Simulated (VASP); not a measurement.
# TaN (Pmm2) in VASP: further runs

Runs on TaN. Level: LDA. Tasks: single point.

All numbers are computed with VASP 6.6.1; they aren't measurements. Logs are shortened: lines on timing, memory, paths and dates and some standing lists are left out, and cuts for length are marked.

## (1) The cell of the first run

It takes space group Pmm2 (No. 25, orthorhombic). Conventional cell: a = 2.851 Å, b = 2.907 Å, c = 9.819 Å, α = 90.00°, β = 90.00°, γ = 90.00°. Within 2.7 Å of Ta (site symmetry mm2) lie 6 N at 2.02 to 2.20 Å and 2 Ta at 2.69 Å. Ta (site symmetry mm2) has 6 N at 2.20 Å and 8 Ta at 2.69 to 2.91 Å within 3.0 Å. Ta (site symmetry mm2) has 6 N at 2.20 Å and 8 Ta at 2.85 to 2.91 Å within 3.0 Å. Within 3.0 Å of Ta (site symmetry mm2) lie 6 N at 2.20 Å and 8 Ta at 2.85 to 2.91 Å. N (site symmetry mm2) has 6 Ta at 2.20 Å and 8 N at 2.69 to 2.91 Å within 3.0 Å. N (site symmetry mm2) has 6 Ta at 2.02 to 2.20 Å and 2 N at 2.69 Å within 2.7 Å. Within 3.0 Å of N (site symmetry mm2) lie 6 Ta at 2.20 Å and 8 N at 2.85 to 2.91 Å. Within 3.0 Å of N (site symmetry mm2) lie 6 Ta at 2.20 Å and 8 N at 2.85 to 2.91 Å.

## (2) Single point, LDA

Input file INCAR:

```
  PREC = Accurate
  ENCUT = 520
  EDIFF = 1E-6
  ISMEAR = 0
  SIGMA = 0.15
  LREAL = F
  LASPH = T
  NELM = 100
  ALGO = Normal
  ISIF = 2
  LWAVE = F
  LCHARG = F
  NBANDS = 42
```

Input file KPOINTS:

```
Automatic mesh
0
Gamma
  15 15 5
```

Input file POSCAR:

```
TaN
1.0
    1.4532781440     -2.5171515829      0.0000000000
    0.0000000000      0.0000000000     -2.8514389807
    8.5031625129      4.9093031658      0.0000000000
Ta N
4 4
Direct
    0.5000000000      0.5000000000      0.9400237979
    0.0000000000      0.5000000000      0.1709274013
    0.5000000000      0.5000000000      0.4272928669
    0.0000000000      0.5000000000      0.6836583324
    0.0000000000      0.0000000000      0.8545686427
    0.5000000000      0.0000000000      0.0854722462
    0.0000000000      0.0000000000      0.3418377117
    0.5000000000      0.0000000000      0.5982031772
```

Potentials or basis: VASP PAW LDA potentials, release 64 (Ta_pv, N).

Run with:

```sh
cat potpaw_LDA.64/Ta_pv/POTCAR potpaw_LDA.64/N/POTCAR > POTCAR
mpirun -np 1 vasp_std > vasp.out
```

OUTCAR:

```text
PREC = Accurate
   ENCUT = 520
   EDIFF = 1E-6
   ISMEAR = 0
   LREAL = F
   LASPH = T
   NELM = 100
   ISIF = 2

 ion  position               nearest neighbor table
   1  0.500  0.500  0.940-   6 2.02   6 2.02   5 2.20   5 2.20   5 2.20   5 2.20   2 2.69   2 2.69
                             4 2.91   4 2.91
   2  0.000  0.500  0.171-   6 2.20   6 2.20   6 2.20   6 2.20   7 2.20   7 2.20   1 2.69   1 2.69
                             3 2.91   3 2.91
   3  0.500  0.500  0.427-   8 2.20   8 2.20   7 2.20   7 2.20   7 2.20   7 2.20   4 2.91   4 2.91
                             2 2.91   2 2.91
   4  0.000  0.500  0.684-   5 2.20   5 2.20   8 2.20   8 2.20   8 2.20   8 2.20   1 2.91   3 2.91
                             1 2.91   3 2.91
   5  0.000  0.000  0.855-   4 2.20   4 2.20   1 2.20   1 2.20   1 2.20   1 2.20
   6  0.500  0.000  0.085-   1 2.02   1 2.02   2 2.20   2 2.20   2 2.20   2 2.20
   7  0.000  0.000  0.342-   3 2.20   3 2.20   3 2.20   3 2.20   2 2.20   2 2.20
   8  0.500  0.000  0.598-   3 2.20   3 2.20   4 2.20   4 2.20   4 2.20   4 2.20

  LATTYP: Found a simple orthorhombic cell.
 ALAT       =     2.8514389807
 B/A-ratio  =     1.0193296464
 C/A-ratio  =     3.4433864438

  Lattice vectors:

 A1 = (   0.0000000000,   0.0000000000,   2.8514389807)
 A2 = (   1.4532781440,  -2.5171515829,   0.0000000000)
 A3 = (   8.5031625129,   4.9093031658,   0.0000000000)

Analysis of symmetry for initial positions (statically):
=====================================================================
 Subroutine PRICEL returns:
 Original cell was already a primitive cell.

 Routine SETGRP: Setting up the symmetry group for a
 simple orthorhombic supercell.

 Subroutine GETGRP returns: Found  4 space group operations
 (whereof  4 operations were pure point group operations)
 out of a pool of  8 trial point group operations.

The static configuration has the point symmetry C_2v.

Analysis of symmetry for dynamics (positions and initial velocities):
=====================================================================
 Subroutine PRICEL returns:
 Original cell was already a primitive cell.

 Routine SETGRP: Setting up the symmetry group for a
 simple orthorhombic supercell.

 Subroutine GETGRP returns: Found  4 space group operations
 (whereof  4 operations were pure point group operations)
 out of a pool of  8 trial point group operations.

The dynamic configuration has the point symmetry C_2v.

 Subroutine INISYM returns: Found  4 space group operations
 (whereof  4 operations are pure point group operations),
 and found     1 'primitive' translations

----------------------------------------------------------------------------------------

                                     Primitive cell

  volume of cell :      81.3753

  direct lattice vectors                    reciprocal lattice vectors
     1.453278144 -2.517151583  0.000000000     0.172024881 -0.297955834  0.000000000
     0.000000000  0.000000000 -2.851438981     0.000000000  0.000000000 -0.350700123
     8.503162513  4.909303166  0.000000000     0.088202477  0.050923724  0.000000000

  length of vectors
     2.906556288  2.851438981  9.818606332     0.344049762  0.350700123  0.101847448

  position of ions in fractional coordinates (direct lattice)
     0.500000000  0.500000000  0.940023798
     0.000000000  0.500000000  0.170927401
     0.500000000  0.500000000  0.427292867
     0.000000000  0.500000000  0.683658332
     0.000000000  0.000000000  0.854568643
     0.500000000  0.000000000  0.085472246
     0.000000000  0.000000000  0.341837712
     0.500000000  0.000000000  0.598203177

  ion indices of the primitive-cell ions
   primitive index   ion index
                 1           1
                 2           2
                 3           3
                 4           4
                 5           5
                 6           6
                 7           7
                 8           8

----------------------------------------------------------------------------------------

 KPOINTS: Automatic mesh

Automatic generation of k-mesh.
 Grid dimensions read from file:
 generate k-points for:   15   15    5

 Generating k-lattice:

  Cartesian coordinates                     Fractional coordinates (reciprocal lattice)
     0.011468325 -0.019863722  0.000000000     0.066666667  0.000000000  0.000000000
     0.000000000  0.000000000 -0.023380008     0.000000000  0.066666667  0.000000000
     0.017640495  0.010184745  0.000000000     0.000000000  0.000000000  0.200000000

  Length of vectors
     0.022936651  0.023380008  0.020369490

  Shift w.r.t. Gamma in fractional coordinates (k-lattice)
     0.000000000  0.000000000  0.000000000

 Subroutine IBZKPT returns following result:
 ===========================================

 Found    192 irreducible k-points:

 Following reciprocal coordinates:
            Coordinates               Weight
  0.000000  0.000000  0.000000      1.000000
  0.066667  0.000000 -0.000000      2.000000
  0.133333  0.000000 -0.000000      2.000000
  0.200000  0.000000  0.000000      2.000000
  0.266667  0.000000 -0.000000      2.000000
  0.333333  0.000000 -0.000000      2.000000
[... 16 lines left out ...]
  0.400000  0.133333  0.000000      4.000000
  0.466667  0.133333  0.000000      4.000000
 [... further k-points ...]
   k-points           NKPTS =    192   k-points in BZ     NKDIM =    192   number of bands    NBANDS=     42
   number of dos      NEDOS =    301   number of ions     NIONS =      8
   total plane-waves  NPLWV =  46080
   dimension x,y,z NGX =    24 NGY =   24 NGZ =   80
   dimension x,y,z NGXF=    48 NGYF=   48 NGZF=  160
   ions per type =               4   4
   NGX,Y,Z   is equivalent  to a cutoff of  13.73, 13.99, 13.55 a.u.
   NGXF,Y,Z  is equivalent  to a cutoff of  27.45, 27.99, 27.09 a.u.
 SYSTEM =  unknown system
   PREC   = accura    normal or accurate (medium, high low for compatibility)
   ISTART =      0    job   : 0-new  1-cont  2-samecut
   ICHARG =      2    charge: 1-file 2-atom 10-const
   ISPIN  =      1    spin polarized calculation?
   LNONCOLLINEAR =      F non collinear calculations
   LSORBIT =      F    spin-orbit coupling
   LASPH  =      T    aspherical Exc in radial PAW
   ENCUT  =  520.0 eV  38.22 Ry    6.18 a.u.   5.40  5.30 18.26*2*pi/ulx,y,z
   NELM   =    100;   NELMIN=  2; NELMDL= -5     # of ELM steps
   EDIFF  = 0.1E-05   stopping-criterion for ELM
   LREAL  =      F    real-space projection
   EDIFFG = 0.1E-04   stopping-criterion for IOM
   NSW    =      0    number of steps for IOM
   IBRION =     -1    ionic relax: 0-MD 1-quasi-New 2-CG
   NFREE  =      0    steps in history (QN), initial steepest desc. (CG)
   ISIF   =      2    stress and relaxation
   ISYM   =      2    0-nonsym 1-usesym 2-fastsym
   POTIM  = 0.5000    time-step for ionic-motion
   TEBEG  =    0.0;   TEEND  =   0.0 temperature during run
   PSTRESS=    0.0 pullay stress
   NELECT =      64.0000    total number of electrons
   NUPDOWN=      -1.0000    fix difference up-down
   EMIN   =  10.00;   EMAX   =-10.00  energy-range for DOS
   EFERMI =   0.00;   METHOD = LEGACY
   ISMEAR =     0;   SIGMA  =   0.15  broadening in eV -4-tet -1-fermi 0-gaus
   EFERMI_NEDOS =   21; number of points for ismear=-14 and -15
   IALGO  =     38    algorithm
   IMIX   =      4    mixing-type and parameters
     AMIX     =   0.40;   BMIX     =  1.00
     AMIX_MAG =   1.60;   BMIX_MAG =  1.00
  volume/ion in A,a.u.               =      10.17        68.64
  Fermi-wavevector in a.u.,A,eV,Ry     =   1.511137  2.855635 31.069394  2.283536
  Thomas-Fermi vector in A             =   2.621234
   LORBIT       =      0    0 simple, 1 ext, 2 COOP (PROOUT), +10 PAW based schemes
   GGA     = CA    functional components
   LHFCALC =     F    Hartree Fock is set to
   AEXX    =    0.0000 exact exchange contribution
   IVDW    =     0    specifies the selected vdW correction
   LEPSILON=     F    determine dielectric tensor
   LRPA    =     F    only Hartree local field effects (RPA)
 non-spin polarized calculation
 Gauss-broadening in eV      SIGMA  =   0.15
  energy-cutoff  :      520.00
  volume of cell :       81.38
 maximum number of plane-waves:      2215
 NGX is ok and might be reduce to    24
   NGX = 11   NGY = 11   NGZ = 37

 number of electron      63.9999992 magnetization

 Free energy of the ion-electron system (eV)
  ---------------------------------------------------
  ext. energy  EPLUGINS =         0.00000000
  ---------------------------------------------------
  free energy    TOTEN  =       -98.13213720 eV

  energy without entropy =      -98.12819908  energy(sigma->0) =      -98.13016814

 E-fermi :   8.6528     XC(G=0): -13.8895

 val. band max:        8.6045165431   @ k =   0.0000   0.4667   0.0000
 cond. band min:       8.6727994426   @ k =   0.0000   0.3333   0.0000
 fundamental gap:      0.0682828994
 Fermi energy:         8.6527717442

 k-point     1 :       0.0000    0.0000    0.0000
  band No.  band energies     occupation
      1     -26.8222      2.00000
      2     -26.2428      2.00000
      3     -26.0308      2.00000
      4     -25.8346      2.00000
      5     -25.8239      2.00000
      6     -25.7415      2.00000
[... 34 lines left out ...]
     41      12.7385      0.00000
     42      12.9751      0.00000

 k-point     2 :       0.0667    0.0000   -0.0000
  band No.  band energies     occupation
      1     -26.8059      2.00000
      2     -26.2539      2.00000
      3     -26.0586      2.00000
      4     -25.8634      2.00000
      5     -25.8184      2.00000
      6     -25.7377      2.00000
[... 979 lines left out ...]
     41      13.0854      0.00000
     42      13.6097      0.00000

 k-point    24 :       0.4667    0.1333    0.0000
  band No.  band energies     occupation
      1     -26.8174      2.00000
      2     -26.7064      2.00000
      3     -26.4620      2.00000
      4     -26.4145      2.00000
      5     -26.0516      2.00000
      6     -25.9294      2.00000
[... 34 lines left out ...]
     41      13.3365      0.00000
     42      14.0676      0.00000

 [... further k-points ...]

------------------------ aborting loop because EDIFF is reached ----------------------------------------

  FORCE on cell =-STRESS in cart. coord.  units (eV):
  Direction    XX          YY          ZZ          XY          YZ          ZX
  --------------------------------------------------------------------------------------
  -------------------------------------------------------------------------------------
  Total       11.0831409      6.8527255      5.3435406      3.6636472      0.0000000      0.0000000
  in kB      218.2130745    134.9215271    105.2075785     72.1325960      0.0000000      0.0000000
  external PRESSURE =     152.7807267 kB  Pullay stress =       0.0000000 kB

 VOLUME and BASIS-vectors are now :
 -----------------------------------------------------------------------------
  energy-cutoff  :      520.00
  volume of cell :       81.38
      direct lattice vectors                 reciprocal lattice vectors
     1.453278144 -2.517151583  0.000000000     0.172024881 -0.297955834  0.000000000
     0.000000000  0.000000000 -2.851438981     0.000000000  0.000000000 -0.350700123
     8.503162513  4.909303166  0.000000000     0.088202477  0.050923724  0.000000000

 POSITION                                       TOTAL-FORCE (eV/Angst)
 -----------------------------------------------------------------------------------
      8.71981      3.35629     -1.42572        -5.006742     -2.890644      0.000000
      1.45342      0.83913     -1.42572         2.700581      1.559181      0.000000
      4.35998      0.83913     -1.42572         0.003198      0.001846      0.000000
      5.81326      3.35629     -1.42572        -0.005633     -0.003252      0.000000
      7.26654      4.19534      0.00000        -0.597826     -0.345155      0.000000
      1.45342     -0.83897      0.00000         2.840274      1.639833      0.000000
      2.90670      1.67818      0.00000         0.124231      0.071725      0.000000
      5.81326      1.67818      0.00000        -0.058083     -0.033534      0.000000
 -----------------------------------------------------------------------------------
    total drift:                               -0.000465     -0.000268      0.000000

  FREE ENERGIE OF THE ION-ELECTRON SYSTEM (eV)
  ---------------------------------------------------
  free  energy   TOTEN  =       -98.1321371991 eV

  energy  without entropy=      -98.1281990793  energy(sigma->0) =      -98.13016814
```

Run time: 14 min. Hardware: 1 thread of Intel Xeon 8259CL, shared host; peak memory 0.54 GiB.

Results:

* Free energy: -98.1321 eV
* Pressure: 15.3 GPa
* Largest force: 5.781 eV/Å
* Band gap on the k mesh: zero (bands 32 and 33 overlap by 0.45 eV)

Forces in eV/Å, atoms in the order of the input:
```
Ta  -5.007 -2.891  0.000
Ta   2.701  1.559  0.000
Ta   0.003  0.002  0.000
Ta  -0.006 -0.003  0.000
N   -0.598 -0.345  0.000
N    2.840  1.640  0.000
N    0.124  0.072  0.000
N   -0.058 -0.034  0.000
```

Levels at points of the mesh, in eV from the Fermi level:
| k point | band 29 | band 30 | band 31 | band 32 | band 33 | band 34 | band 35 | band 36 |
| --- | --- | --- | --- | --- | --- | --- | --- | --- |
| (0.00, 0.00, 0.00) | -3.14 | -3.11 | -2.94 | -2.85 | 2.17 | 2.44 | 2.96 | 2.97 |

Caveat: the cell stands under pressure; spin-orbit coupling is left out, which moves the levels of the heavy elements; forces of over 1 eV/Å act on the atoms, so gaps and moduli don't describe the material at rest.

## (3) Single point, LDA

This run uses another cell than the first one, of 10.85 Å³/atom.

Input file INCAR:

```
SYSTEM = TaN
PREC = Accurate
ENCUT = 520
EDIFF = 1E-6
ISMEAR = 0
SIGMA = 0.15
LREAL = .FALSE.
LASPH = .TRUE.
NELM = 60
ALGO = Normal
ISIF = 2
LWAVE = .FALSE.
LCHARG = .TRUE.
LELF = .TRUE.
LVHAR = .TRUE.
NBANDS = 42
```

Input file KPOINTS:

```
Automatic mesh
0
G
  15 15 5
  0 0 0
```

Input file POSCAR:

```
TaN
1.0
    1.4532781440     -2.5171515829      0.0000000000
    0.0000000000      0.0000000000     -2.8514389807
    9.0660790254      5.2343031658      0.0000000000
Ta N
4 4
Direct
    0.5000000000      0.5000000000      0.8816573402
    0.0000000000      0.5000000000      0.1603144499
    0.5000000000      0.5000000000      0.4007620800
    0.0000000000      0.5000000000      0.6412097101
    0.0000000000      0.0000000000      0.8015081302
    0.5000000000      0.0000000000      0.0801652399
    0.0000000000      0.0000000000      0.3206128700
    0.5000000000      0.0000000000      0.5610605001
```

Potentials or basis: VASP PAW LDA potentials, release 64 (Ta_pv, N).

Run with:

```sh
cat potpaw_LDA.64/Ta_pv/POTCAR potpaw_LDA.64/N/POTCAR > POTCAR
mpirun -np 1 vasp_std > vasp.out
```

Wall time 15 min (1 thread of Intel Xeon 8259CL, shared host); peak memory 0.57 GiB.

The run converged. Its results:

```yaml
Free_energy: -98.0367 eV
Pressure: -6.5 GPa
Largest_force: 2.839 eV/Å
Band_gap_on_the_k_mesh: zero (bands 32 and 33 overlap by 0.21 eV)
```

Forces on the atoms (eV/Å):
```
Ta   2.459  1.420  0.000
Ta  -2.092 -1.208  0.000
Ta  -0.035 -0.020  0.000
Ta   0.137  0.079  0.000
N    0.394  0.228  0.000
N   -0.817 -0.472  0.000
N   -0.097 -0.056  0.000
N    0.051  0.029  0.000
```

Stress tensor (GPa, compression positive):
```
-12.30  -5.07   0.00
 -5.07  -6.44   0.00
  0.00   0.00  -0.86
```

Levels at points of the mesh, in eV from the Fermi level:
| k point | band 28 | band 29 | band 30 | band 31 | band 32 | band 33 | band 34 | band 35 | band 36 | band 37 |
| --- | --- | --- | --- | --- | --- | --- | --- | --- | --- | --- |
| (0.00, 0.00, 0.00) | -3.60 | -3.35 | -3.20 | -2.92 | -2.56 | 1.69 | 2.36 | 2.54 | 3.05 | 3.43 |

Caveat: the cell stands under tension; spin-orbit coupling is left out, which moves the levels of the heavy elements; forces of over 1 eV/Å act on the atoms, so gaps and moduli don't describe the material at rest.
